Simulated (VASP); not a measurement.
# MgO (P-6m2) in VASP: single point with PBEsol

Aim: the single point of MgO with PBEsol.

Everything below comes from runs of VASP 6.6.1. Logs are shortened: lines on timing, memory, paths and dates and some standing lists are left out, and cuts for length are marked.

### Step 1. The cell of the first run

Symmetry: P-6m2, No. 187, hexagonal system. The conventional cell has a = 2.938 Å, b = 2.938 Å, c = 2.680 Å, α = 90.00°, β = 90.00°, γ = 120.00°. Mg (site symmetry -6m2) has 6 O at 2.16 Å and 2 Mg at 2.68 Å within 2.9 Å. Within 2.9 Å of O (site symmetry -6m2) lie 6 Mg at 2.16 Å and 2 O at 2.68 Å.

### Step 2. Single point, PBEsol

Input file INCAR:

```
PREC = Accurate
ENCUT = 520
EDIFF = 1E-6
ISMEAR = 0
SIGMA = 0.01
LREAL = F
LASPH = T
NELM = 60
ALGO = Normal
ISIF = 2
LWAVE = F
LCHARG = F
GGA = PS
NBANDS = 11
```

Input file KPOINTS:

```
Automatic mesh
0
Gamma
  12 12 6
```

Input file POSCAR:

```
MgO
1.0
    2.9380209000      0.0000000000      0.0000000000
   -1.4690104500      2.5444007400      0.0000000000
    0.0000000000      0.0000000000      2.6796800000
Mg O
1 1
Direct
    0.0000000000      0.0000000000      0.0000000000
    0.3333333333      0.6666666667      0.5000000000
```

Potentials or basis: VASP PAW PBE potentials, release 64 (Mg, O).

The run is started by

```bash
cat potpaw_PBE.64/Mg/POTCAR potpaw_PBE.64/O/POTCAR > POTCAR
mpirun -np 1 vasp_std > vasp.out
```

OUTCAR:

```text
PREC = Accurate
   ENCUT = 520
   EDIFF = 1E-6
   ISMEAR = 0
   LREAL = F
   LASPH = T
   NELM = 60
   ISIF = 2
   GGA = PS

 ion  position               nearest neighbor table
   1  0.000  0.000  0.000-   2 2.16   2 2.16   2 2.16   2 2.16   2 2.16   2 2.16
   2  0.333  0.667  0.500-   1 2.16   1 2.16   1 2.16   1 2.16   1 2.16   1 2.16

  LATTYP: Found a hexagonal cell.
 ALAT       =     2.9380209000
 C/A-ratio  =     0.9120697542

  Lattice vectors:

 A1 = (   2.9380209000,   0.0000000000,   0.0000000000)
 A2 = (  -1.4690104500,   2.5444007400,   0.0000000000)
 A3 = (   0.0000000000,   0.0000000000,   2.6796800000)

Analysis of symmetry for initial positions (statically):
=====================================================================
 Subroutine PRICEL returns:
 Original cell was already a primitive cell.

 Routine SETGRP: Setting up the symmetry group for a
 hexagonal supercell.

 Subroutine GETGRP returns: Found 12 space group operations
 (whereof 12 operations were pure point group operations)
 out of a pool of 24 trial point group operations.

The static configuration has the point symmetry D_3h.

Analysis of symmetry for dynamics (positions and initial velocities):
=====================================================================
 Subroutine PRICEL returns:
 Original cell was already a primitive cell.

 Routine SETGRP: Setting up the symmetry group for a
 hexagonal supercell.

 Subroutine GETGRP returns: Found 12 space group operations
 (whereof 12 operations were pure point group operations)
 out of a pool of 24 trial point group operations.

The dynamic configuration has the point symmetry D_3h.

 Subroutine INISYM returns: Found 12 space group operations
 (whereof 12 operations are pure point group operations),
 and found     1 'primitive' translations

----------------------------------------------------------------------------------------

                                     Primitive cell

  volume of cell :      20.0320

  direct lattice vectors                    reciprocal lattice vectors
     2.938020900  0.000000000  0.000000000     0.340365176  0.196509926  0.000000000
    -1.469010450  2.544400740  0.000000000     0.000000000  0.393019851  0.000000000
     0.000000000  0.000000000  2.679680000     0.000000000  0.000000000  0.373178887

  length of vectors
     2.938020900  2.938020903  2.679680000     0.393019852  0.393019851  0.373178887

  position of ions in fractional coordinates (direct lattice)
     0.000000000  0.000000000  0.000000000
     0.333333333  0.666666667  0.500000000

  ion indices of the primitive-cell ions
   primitive index   ion index
                 1           1
                 2           2

----------------------------------------------------------------------------------------

 KPOINTS: Automatic mesh

Automatic generation of k-mesh.
 Grid dimensions read from file:
 generate k-points for:   12   12    6

 Generating k-lattice:

  Cartesian coordinates                     Fractional coordinates (reciprocal lattice)
     0.028363765  0.016375827  0.000000000     0.083333333  0.000000000  0.000000000
     0.000000000  0.032751654  0.000000000     0.000000000  0.083333333  0.000000000
     0.000000000  0.000000000  0.062196481     0.000000000  0.000000000  0.166666667

  Length of vectors
     0.032751654  0.032751654  0.062196481

  Shift w.r.t. Gamma in fractional coordinates (k-lattice)
     0.000000000  0.000000000  0.000000000

 Subroutine IBZKPT returns following result:
 ===========================================

 Found     76 irreducible k-points:

 Following reciprocal coordinates:
            Coordinates               Weight
  0.000000  0.000000  0.000000      1.000000
  0.083333 -0.000000  0.000000      6.000000
  0.166667 -0.000000  0.000000      6.000000
  0.250000 -0.000000  0.000000      6.000000
  0.333333  0.000000  0.000000      6.000000
  0.416667  0.000000  0.000000      6.000000
[... 16 lines left out ...]
  0.250000 -0.000000  0.166667     12.000000
  0.333333  0.000000  0.166667     12.000000
 [... further k-points ...]
   k-points           NKPTS =     76   k-points in BZ     NKDIM =     76   number of bands    NBANDS=     11
   number of dos      NEDOS =    301   number of ions     NIONS =      2
   total plane-waves  NPLWV =  11520
   dimension x,y,z NGX =    24 NGY =   24 NGZ =   20
   dimension x,y,z NGXF=    48 NGYF=   48 NGZF=   40
   ions per type =               1   1
   NGX,Y,Z   is equivalent  to a cutoff of  13.58, 13.58, 12.41 a.u.
   NGXF,Y,Z  is equivalent  to a cutoff of  27.16, 27.16, 24.82 a.u.
 SYSTEM =  unknown system
   PREC   = accura    normal or accurate (medium, high low for compatibility)
   ISTART =      0    job   : 0-new  1-cont  2-samecut
   ICHARG =      2    charge: 1-file 2-atom 10-const
   ISPIN  =      1    spin polarized calculation?
   LNONCOLLINEAR =      F non collinear calculations
   LSORBIT =      F    spin-orbit coupling
   LASPH  =      T    aspherical Exc in radial PAW
   ENCUT  =  520.0 eV  38.22 Ry    6.18 a.u.   5.46  5.46  4.98*2*pi/ulx,y,z
   NELM   =     60;   NELMIN=  2; NELMDL= -5     # of ELM steps
   EDIFF  = 0.1E-05   stopping-criterion for ELM
   LREAL  =      F    real-space projection
   EDIFFG = 0.1E-04   stopping-criterion for IOM
   NSW    =      0    number of steps for IOM
   IBRION =     -1    ionic relax: 0-MD 1-quasi-New 2-CG
   NFREE  =      0    steps in history (QN), initial steepest desc. (CG)
   ISIF   =      2    stress and relaxation
   ISYM   =      2    0-nonsym 1-usesym 2-fastsym
   POTIM  = 0.5000    time-step for ionic-motion
   TEBEG  =    0.0;   TEEND  =   0.0 temperature during run
   PSTRESS=    0.0 pullay stress
   NELECT =       8.0000    total number of electrons
   NUPDOWN=      -1.0000    fix difference up-down
   EMIN   =  10.00;   EMAX   =-10.00  energy-range for DOS
   EFERMI =   0.00;   METHOD = LEGACY
   ISMEAR =     0;   SIGMA  =   0.01  broadening in eV -4-tet -1-fermi 0-gaus
   EFERMI_NEDOS =   21; number of points for ismear=-14 and -15
   IALGO  =     38    algorithm
   IMIX   =      4    mixing-type and parameters
     AMIX     =   0.40;   BMIX     =  1.00
     AMIX_MAG =   1.60;   BMIX_MAG =  1.00
  volume/ion in A,a.u.               =      10.02        67.59
  Fermi-wavevector in a.u.,A,eV,Ry     =   1.205583  2.278221 19.775115  1.453430
  Thomas-Fermi vector in A             =   2.341275
   LORBIT       =      0    0 simple, 1 ext, 2 COOP (PROOUT), +10 PAW based schemes
   GGA     = PS    functional components
   LHFCALC =     F    Hartree Fock is set to
   AEXX    =    0.0000 exact exchange contribution
   IVDW    =     0    specifies the selected vdW correction
   LEPSILON=     F    determine dielectric tensor
   LRPA    =     F    only Hartree local field effects (RPA)
 non-spin polarized calculation
 Gauss-broadening in eV      SIGMA  =   0.01
  energy-cutoff  :      520.00
  volume of cell :       20.03
 maximum number of plane-waves:       562
 NGX is ok and might be reduce to    24
   NGX = 11   NGY = 11   NGZ =  9

 number of electron       7.9999996 magnetization

 Free energy of the ion-electron system (eV)
  ---------------------------------------------------
  ext. energy  EPLUGINS =         0.00000000
  ---------------------------------------------------
  free energy    TOTEN  =       -11.81576473 eV

  energy without entropy =      -11.81576473  energy(sigma->0) =      -11.81576473

 E-fermi :   3.2729     XC(G=0): -10.9543

 val. band max:        3.1856921401   @ k =   0.3333   0.3333   0.0000
 cond. band min:       6.1050272276   @ k =   0.0000   0.0000   0.0000
 fundamental gap:      2.9193350876
 Fermi energy:         3.2729451271

 k-point     1 :       0.0000    0.0000    0.0000
  band No.  band energies     occupation
      1     -14.1874      2.00000
      2       2.5776      2.00000
      3       2.5776      2.00000
      4       2.7796      2.00000
      5       6.1050      0.00000
      6      14.8771      0.00000
      7      18.6322      0.00000
      8      18.6322      0.00000
      9      22.8348      0.00000
     10      23.9428      0.00000
     11      25.5604      0.00000

 k-point     2 :       0.0833   -0.0000    0.0000
  band No.  band energies     occupation
      1     -14.1253      2.00000
      2       2.0843      2.00000
      3       2.5245      2.00000
      4       2.8021      2.00000
      5       6.5722      0.00000
      6      14.9007      0.00000
      7      17.8692      0.00000
      8      18.8144      0.00000
      9      23.7785      0.00000
     10      23.8230      0.00000
     11      25.6497      0.00000

 k-point     3 :       0.1667   -0.0000    0.0000
  band No.  band energies     occupation
      1     -13.9503      2.00000
      2       1.0663      2.00000
      3       2.3833      2.00000
      4       2.8647      2.00000
      5       7.5161      0.00000
      6      14.6995      0.00000
      7      16.9953      0.00000
      8      19.2979      0.00000
      9      23.4821      0.00000
     10      24.1323      0.00000
     11      26.0643      0.00000

 k-point     4 :       0.2500   -0.0000    0.0000
  band No.  band energies     occupation
      1     -13.6971      2.00000
      2      -0.0065      2.00000
      3       2.1993      2.00000
      4       2.9524      2.00000
      5       8.4696      0.00000
      6      14.0548      0.00000
      7      16.8353      0.00000
      8      19.9104      0.00000
      9      22.9869      0.00000
     10      23.8632      0.00000
     11      26.8554      0.00000
[... 239 lines left out ...]
 k-point    22 :       0.1667   -0.0000    0.1667
  band No.  band energies     occupation
      1     -13.7236      2.00000
      2       0.9157      2.00000
      3       1.7321      2.00000
      4       2.5041      2.00000
      5       8.5136      0.00000
      6      14.8121      0.00000
      7      17.4507      0.00000
      8      19.5216      0.00000
      9      21.3667      0.00000
     10      24.3689      0.00000
     11      25.9980      0.00000

 k-point    23 :       0.2500   -0.0000    0.1667
  band No.  band energies     occupation
      1     -13.4856      2.00000
      2       0.1735      2.00000
      3       1.6705      2.00000
      4       2.3188      2.00000
      5       9.2403      0.00000
      6      14.2208      0.00000
      7      17.3628      0.00000
      8      19.9211      0.00000
      9      20.1649      0.00000
     10      24.8587      0.00000
     11      26.5854      0.00000

 k-point    24 :       0.3333    0.0000    0.1667
  band No.  band energies     occupation
      1     -13.2306      2.00000
      2      -0.6481      2.00000
      3       1.8263      2.00000
      4       2.1425      2.00000
      5       9.7382      0.00000
      6      13.6443      0.00000
      7      17.4741      0.00000
      8      19.5009      0.00000
      9      20.1653      0.00000
     10      25.6926      0.00000
     11      26.1276      0.00000

 [... further k-points ...]
[... 5 lines left out ...]
  --------------------------------------------------------------------------------------
  -------------------------------------------------------------------------------------
  Total       -0.5335518     -0.5335518     -0.5644521      0.0000000      0.0000000      0.0000000
  in kB      -42.6740514    -42.6740515    -45.1454850      0.0000000      0.0000000      0.0000000
  external PRESSURE =     -43.4978627 kB  Pullay stress =       0.0000000 kB

 VOLUME and BASIS-vectors are now :
 -----------------------------------------------------------------------------
  energy-cutoff  :      520.00
  volume of cell :       20.03
      direct lattice vectors                 reciprocal lattice vectors
     2.938020900  0.000000000  0.000000000     0.340365176  0.196509926  0.000000000
    -1.469010450  2.544400740  0.000000000     0.000000000  0.393019851  0.000000000
     0.000000000  0.000000000  2.679680000     0.000000000  0.000000000  0.373178887

 POSITION                                       TOTAL-FORCE (eV/Angst)
 -----------------------------------------------------------------------------------
      0.00000      0.00000      0.00000         0.000000      0.000000      0.000000
     -0.00000      1.69627      1.33984        -0.000000      0.000000      0.000000
 -----------------------------------------------------------------------------------
    total drift:                                0.000000     -0.000000     -0.000000

  FREE ENERGIE OF THE ION-ELECTRON SYSTEM (eV)
  ---------------------------------------------------
  free  energy   TOTEN  =       -11.8157647314 eV

  energy  without entropy=      -11.8157647314  energy(sigma->0) =      -11.81576473
```

Wall time 32 s (1 thread of AMD EPYC 7R43 (Zen 3), shared host); peak memory 0.11 GiB.

Results:

* Free energy: -11.8158 eV
* Pressure: -4.3 GPa
* Band gap on the k mesh: 2.92 eV, indirect (least direct gap 3.33 eV)

Stress tensor (GPa, compression positive):
```
-4.27  0.00  0.00
 0.00 -4.27  0.00
 0.00  0.00 -4.51
```

Caveat: the PAW data sets were made with another functional, which shifts forces and pressure a little. A hybrid or GW would open this gap; PBEsol tends to underestimate it.
